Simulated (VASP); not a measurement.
A run of VASP 6.6.1 is set up as follows.

File INCAR:

```
  PREC = Accurate
  ENCUT = 520
  EDIFF = 1E-6
  ISMEAR = 0
  SIGMA = 0.05
  LREAL = False
  LASPH = True
  NELM = 60
  ALGO = Normal
  ISIF = 2
  LWAVE = False
  LCHARG = True
  GGA = PE
  LELF = True
  LVHAR = True
  NBANDS = 26
```

The input KPOINTS:

```
Automatic mesh
0
Gamma
  8 8 5
```

The input POSCAR:

```
GaN
1.0
    3.1890000000      0.0000000000      0.0191340000
   -1.5945000000      2.7617550100     -0.0095670000
    0.0311100000      0.0000000000      5.1850000000
Ga N
2 2
Direct
    0.3325055500      0.6666459236      0.0000131405
    0.6658596264      0.3333540764      0.5000131405
    0.3341684306      0.6667020377      0.3769868595
    0.6674663929      0.3332979623      0.8769868595
```

Potentials or basis: VASP PAW PBE potentials, release 64 (Ga_d, N).

Run with:

```console
$ cat potpaw_PBE.64/Ga_d/POTCAR potpaw_PBE.64/N/POTCAR > POTCAR
$ mpirun -np 1 vasp_std > vasp.out
```

Q: Predict the band gap on the k mesh.

A: 1.90 eV, direct.

Q: What does it give for the pressure?

A: 5.5 GPa.

Stress tensor (GPa, compression positive):
```
 5.29  0.00 -1.08
 0.00  5.31  0.00
-1.08  0.00  5.92
```
